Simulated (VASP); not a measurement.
# MgI2 (P-3m1) in VASP: single point with HSE06

Aim: the single point of MgI2 with HSE06.

Everything below comes from runs of VASP 6.6.1. Logs are shortened: lines on timing, memory, paths and dates and some standing lists are left out, and cuts for length are marked.

## (1) The cell of the first run

Symmetry: P-3m1, No. 164, trigonal system. Conventional cell: a = 4.365 Å, b = 4.365 Å, c = 6.662 Å, α = 90.00°, β = 90.00°, γ = 120.00°. Within 3.9 Å of Mg (site symmetry -3m) lie 6 I at 2.98 Å. Within 3.9 Å of I (site symmetry 3m) lie 3 Mg at 2.98 Å.

## (2) Single point, HSE06 (epitaxial xy strain +5.0%)

File POSCAR:

```
MgI2
1.0
    4.3650737127      0.0000000000      0.0000000000
   -2.1825368563      3.7802647246      0.0000000000
    0.0000000000      0.0000000000      6.6616191115
Mg I
1 2
Direct
    0.0000000000      0.0000000000      0.0000000000
    0.3333333333      0.6666666667      0.2395358614
    0.6666666667      0.3333333333      0.7604641386
```

File INCAR.step1:

```
PREC = Accurate
ENCUT = 520
EDIFF = 1E-5
ISMEAR = 0
SIGMA = 0.01
LREAL = F
LASPH = T
NELM = 60
ALGO = Normal
ISIF = 2
LWAVE = T
NBANDS = 15
GGA = PE
KPAR = 4
```

File INCAR.step2:

```
PREC = Accurate
ENCUT = 520
EDIFF = 1E-6
ISMEAR = 0
SIGMA = 0.01
LREAL = F
LASPH = T
NELM = 60
ALGO = Normal
ISIF = 2
LWAVE = F
LCHARG = T
GGA = PE
LHFCALC = T
HFSCREEN = 0.2079
PRECFOCK = Normal
LVHAR = T
NBANDS = 15
ISTART = 1
KPAR = 4
```

File KPOINTS:

```
Automatic mesh
0
Gamma
  6 6 4
```

Potentials or basis: VASP PAW PBE potentials, release 64 (Mg, I).

The run is started by

```bash
$ cat potpaw_PBE.64/Mg/POTCAR potpaw_PBE.64/I/POTCAR > POTCAR
$ cp INCAR.step1 INCAR
$ mpirun -np 4 vasp_std > vasp.out
$ cp INCAR.step2 INCAR
$ mpirun -np 4 vasp_std > vasp.out
```

OUTCAR:

```text
PREC = Accurate
   ENCUT = 520
   EDIFF = 1E-6
   ISMEAR = 0
   LREAL = F
   LASPH = T
   NELM = 60
   ISIF = 2
   GGA = PE
   LHFCALC = T
   HFSCREEN = 0.2079
   PRECFOCK = Normal
   ISTART = 1

 ion  position               nearest neighbor table
   1  0.000  0.000  0.000-   2 2.98   3 2.98   2 2.98   3 2.98   3 2.98   2 2.98
   2  0.333  0.667  0.240-   1 2.98   1 2.98   1 2.98
   3  0.667  0.333  0.760-   1 2.98   1 2.98   1 2.98

  LATTYP: Found a hexagonal cell.
 ALAT       =     4.3650737127
 C/A-ratio  =     1.5261183545

  Lattice vectors:

 A1 = (   4.3650737127,   0.0000000000,   0.0000000000)
 A2 = (  -2.1825368563,   3.7802647246,   0.0000000000)
 A3 = (   0.0000000000,   0.0000000000,   6.6616191115)

Analysis of symmetry for initial positions (statically):
=====================================================================
 Subroutine PRICEL returns:
 Original cell was already a primitive cell.

 Routine SETGRP: Setting up the symmetry group for a
 hexagonal supercell.

 Subroutine GETGRP returns: Found 12 space group operations
 (whereof 12 operations were pure point group operations)
 out of a pool of 24 trial point group operations.

The static configuration has the point symmetry D_3d.

Analysis of symmetry for dynamics (positions and initial velocities):
=====================================================================
 Subroutine PRICEL returns:
 Original cell was already a primitive cell.

 Routine SETGRP: Setting up the symmetry group for a
 hexagonal supercell.

 Subroutine GETGRP returns: Found 12 space group operations
 (whereof 12 operations were pure point group operations)
 out of a pool of 24 trial point group operations.

The dynamic configuration has the point symmetry D_3d.

 Subroutine INISYM returns: Found 12 space group operations
 (whereof 12 operations are pure point group operations),
 and found     1 'primitive' translations

----------------------------------------------------------------------------------------

                                     Primitive cell

  volume of cell :     109.9243

  direct lattice vectors                    reciprocal lattice vectors
     4.365073713  0.000000000  0.000000000     0.229091206  0.132265869  0.000000000
    -2.182536856  3.780264725  0.000000000     0.000000000  0.264531739  0.000000000
     0.000000000  0.000000000  6.661619112     0.000000000  0.000000000  0.150113656

  length of vectors
     4.365073713  4.365073713  6.661619112     0.264531739  0.264531739  0.150113656

  position of ions in fractional coordinates (direct lattice)
     0.000000000  0.000000000  0.000000000
     0.333333333  0.666666667  0.239535861
     0.666666667  0.333333333  0.760464139

  ion indices of the primitive-cell ions
   primitive index   ion index
                 1           1
                 2           2
                 3           3

----------------------------------------------------------------------------------------

 KPOINTS: Automatic mesh

Automatic generation of k-mesh.
 Grid dimensions read from file:
 generate k-points for:    6    6    4

 Generating k-lattice:

  Cartesian coordinates                     Fractional coordinates (reciprocal lattice)
     0.038181868  0.022044312  0.000000000     0.166666667  0.000000000  0.000000000
     0.000000000  0.044088623  0.000000000     0.000000000  0.166666667  0.000000000
     0.000000000  0.000000000  0.037528414     0.000000000  0.000000000  0.250000000

  Length of vectors
     0.044088623  0.044088623  0.037528414

  Shift w.r.t. Gamma in fractional coordinates (k-lattice)
     0.000000000  0.000000000  0.000000000

 Subroutine IBZKPT returns following result:
 ===========================================

 Found     24 irreducible k-points:

 Following reciprocal coordinates:
            Coordinates               Weight
  0.000000  0.000000  0.000000      1.000000
  0.166667  0.000000  0.000000      6.000000
  0.333333  0.000000  0.000000      6.000000
  0.500000  0.000000  0.000000      3.000000
  0.166667  0.166667  0.000000      6.000000
  0.333333  0.166667  0.000000     12.000000
[... 16 lines left out ...]
  0.333333  0.166667  0.500000     12.000000
  0.333333  0.333333  0.500000      2.000000
   k-points           NKPTS =     24   k-points in BZ     NKDIM =    144   number of bands    NBANDS=     15
   number of dos      NEDOS =    301   number of ions     NIONS =      3
   total plane-waves  NPLWV =  51200
   dimension x,y,z NGX =    32 NGY =   32 NGZ =   50
   dimension x,y,z NGXF=    64 NGYF=   64 NGZF=  100
   ions per type =               1   2
   NGX,Y,Z   is equivalent  to a cutoff of  12.19, 12.19, 12.48 a.u.
   NGXF,Y,Z  is equivalent  to a cutoff of  24.37, 24.37, 24.96 a.u.
 SYSTEM =  unknown system
   PREC   = accura    normal or accurate (medium, high low for compatibility)
   ISTART =      1    job   : 0-new  1-cont  2-samecut
   ICHARG =      0    charge: 1-file 2-atom 10-const
   ISPIN  =      1    spin polarized calculation?
   LNONCOLLINEAR =      F non collinear calculations
   LSORBIT =      F    spin-orbit coupling
   LASPH  =      T    aspherical Exc in radial PAW
   ENCUT  =  520.0 eV  38.22 Ry    6.18 a.u.   8.12  8.12 12.39*2*pi/ulx,y,z
   NELM   =     60;   NELMIN=  2; NELMDL=  0     # of ELM steps
   EDIFF  = 0.1E-05   stopping-criterion for ELM
   LREAL  =      F    real-space projection
   EDIFFG = 0.1E-04   stopping-criterion for IOM
   NSW    =      0    number of steps for IOM
   IBRION =     -1    ionic relax: 0-MD 1-quasi-New 2-CG
   NFREE  =      0    steps in history (QN), initial steepest desc. (CG)
   ISIF   =      2    stress and relaxation
   ISYM   =      3    0-nonsym 1-usesym 2-fastsym
   POTIM  = 0.5000    time-step for ionic-motion
   TEBEG  =    0.0;   TEEND  =   0.0 temperature during run
   PSTRESS=    0.0 pullay stress
   NELECT =      16.0000    total number of electrons
   NUPDOWN=      -1.0000    fix difference up-down
   EMIN   =  10.00;   EMAX   =-10.00  energy-range for DOS
   EFERMI =   0.00;   METHOD = LEGACY
   ISMEAR =     0;   SIGMA  =   0.01  broadening in eV -4-tet -1-fermi 0-gaus
   EFERMI_NEDOS =   21; number of points for ismear=-14 and -15
   IALGO  =     38    algorithm
   IMIX   =      1    mixing-type and parameters
     AMIX     =   0.40;   BMIX     =  1.00
     AMIX_MAG =   1.60;   BMIX_MAG =  1.00
  volume/ion in A,a.u.               =      36.64       247.27
  Fermi-wavevector in a.u.,A,eV,Ry     =   0.861160  1.627356 10.090023  0.741596
  Thomas-Fermi vector in A             =   1.978772
   LORBIT       =      0    0 simple, 1 ext, 2 COOP (PROOUT), +10 PAW based schemes
   GGA     = PE    functional components
   LHFCALC =     T    Hartree Fock is set to
   PRECFOCK=normal    Normal, Fast or Accurate (Low or Medium for compatibility)
   ENCUT4O =  -1.0   cutoff for four orbital integrals eV
   NKREDX  =     1    reduce k-point grid by
   NKREDY  =     1    reduce k-point grid by
   NKREDZ  =     1    reduce k-point grid by
   AEXX    =    0.2500 exact exchange contribution
   HFSCREEN=    0.2079 screening length (either q_TF or 0.3 A-1)
   HFSCREENC=   0.2079 screening length for correlation (either q_TF or 0.3 A-1)
   ENCUTFOCK=  -1.0 apply spherical cutoff to Coloumb kernel
   IVDW    =     0    specifies the selected vdW correction
   LEPSILON=     F    determine dielectric tensor
   LRPA    =     F    only Hartree local field effects (RPA)
 non-spin polarized calculation
 Gauss-broadening in eV      SIGMA  =   0.01
  energy-cutoff  :      520.00
  volume of cell :      109.92
 maximum number of plane-waves:      2983
  NGX = 28; NGY = 28; NGZ = 40

 number of electron      16.0000001 magnetization

 Free energy of the ion-electron system (eV)
  ---------------------------------------------------
  ext. energy  EPLUGINS =         0.00000000
  ---------------------------------------------------
  free energy    TOTEN  =        -9.11847521 eV

  energy without entropy =       -9.11847521  energy(sigma->0) =       -9.11847521

 E-fermi :   1.4514     XC(G=0):  -6.6567

 val. band max:        1.3375102794   @ k =   0.0000   0.0000   0.0000
 cond. band min:       5.2456648521   @ k =   0.0000   0.0000   0.0000
 fundamental gap:      3.9081545727
 Fermi energy:         1.4513740834

 k-point     1 :       0.0000    0.0000    0.0000
  band No.  band energies     occupation
      1     -11.8097      2.00000
      2     -10.9908      2.00000
      3      -2.3365      2.00000
      4       0.3067      2.00000
      5       0.3067      2.00000
      6       0.7625      2.00000
      7       0.7625      2.00000
      8       1.3375      2.00000
      9       5.2457      0.00000
     10       6.4488      0.00000
     11       8.4056      0.00000
     12       8.4056      0.00000
     13      10.0637      0.00000
     14      10.0880      0.00000
     15      10.0880      0.00000

 k-point     2 :       0.1667    0.0000    0.0000
  band No.  band energies     occupation
      1     -11.6850      2.00000
      2     -10.9513      2.00000
      3      -2.1671      2.00000
      4      -0.5299      2.00000
      5       0.0087      2.00000
      6       0.0948      2.00000
      7       0.7716      2.00000
      8       1.1871      2.00000
      9       6.0951      0.00000
     10       7.1204      0.00000
     11       7.9582      0.00000
     12       8.7868      0.00000
     13       9.2990      0.00000
     14      10.0641      0.00000
     15      10.3969      0.00000
[... 365 lines left out ...]
      3      -2.3989      2.00000
      4      -1.8700      2.00000
      5      -0.9939      2.00000
      6      -0.4247      2.00000
      7       0.5358      2.00000
      8       0.6572      2.00000
      9       6.1533      0.00000
     10       7.8328      0.00000
     11       8.5879      0.00000
     12       8.9369      0.00000
     13       9.1817      0.00000
     14      10.4649      0.00000
     15      11.0196      0.00000

 k-point    24 :       0.3333    0.3333    0.5000
  band No.  band energies     occupation
      1     -10.9987      2.00000
      2     -10.9987      2.00000
      3      -2.1640      2.00000
      4      -1.7393      2.00000
      5      -1.7393      2.00000
      6      -1.0032      2.00000
      7       0.7259      2.00000
      8       0.7259      2.00000
      9       6.7990      0.00000
     10       8.1541      0.00000
     11       8.1541      0.00000
     12       9.7648      0.00000
     13       9.8373      0.00000
     14      10.3969      0.00000
     15      10.5276      0.00000

------------------------ aborting loop because EDIFF is reached ----------------------------------------

  FORCE on cell =-STRESS in cart. coord.  units (eV):
  Direction    XX          YY          ZZ          XY          YZ          ZX
  --------------------------------------------------------------------------------------
  -------------------------------------------------------------------------------------
  Total       -1.4825005     -1.4825005      0.2608592     -0.0000000      0.0000000     -0.0000000
  in kB      -21.6078638    -21.6078638      3.8020970     -0.0000000      0.0000000     -0.0000000
  external PRESSURE =     -13.1378769 kB  Pullay stress =       0.0000000 kB

 VOLUME and BASIS-vectors are now :
 -----------------------------------------------------------------------------
  energy-cutoff  :      520.00
  volume of cell :      109.92
      direct lattice vectors                 reciprocal lattice vectors
     4.365073713  0.000000000  0.000000000     0.229091206  0.132265869  0.000000000
    -2.182536856  3.780264725  0.000000000     0.000000000  0.264531739  0.000000000
     0.000000000  0.000000000  6.661619112     0.000000000  0.000000000  0.150113656

 POSITION                                       TOTAL-FORCE (eV/Angst)
 -----------------------------------------------------------------------------------
      0.00000      0.00000      0.00000         0.000000      0.000000      0.000000
     -0.00000      2.52018      1.59570         0.000000      0.000000     -0.128575
      2.18254      1.26009      5.06592        -0.000000      0.000000      0.128575
 -----------------------------------------------------------------------------------
    total drift:                                0.000002     -0.000002      0.000268

  FREE ENERGIE OF THE ION-ELECTRON SYSTEM (eV)
  ---------------------------------------------------
  free  energy   TOTEN  =        -9.1184752147 eV

  energy  without entropy=       -9.1184752147  energy(sigma->0) =       -9.11847521
```

Wall time 31 min (4 MPI ranks of AMD EPYC 7R13 (Zen 3), shared host); peak memory 0.36 GiB.

Results:

- Free energy: -9.1185 eV
- Pressure: -1.3 GPa
- Largest force: 0.129 eV/Å
- Band gap on the k mesh: 3.91 eV

Forces in eV/Å, atoms in the order of the input:
```
Mg   0.000  0.000  0.000
I    0.000  0.000 -0.129
I    0.000  0.000  0.129
```

Caveat: the cell differs from its parent crystal (epitaxial xy strain +5.0%); the PAW data sets were made with another functional, which shifts forces and pressure a little; spin-orbit coupling is left out, which moves the levels of the heavy elements; this functional lacks dispersion, which binds layers or chains, so the pressure and a relaxed spacing across them are unreliable. A k mesh can miss the band edges.
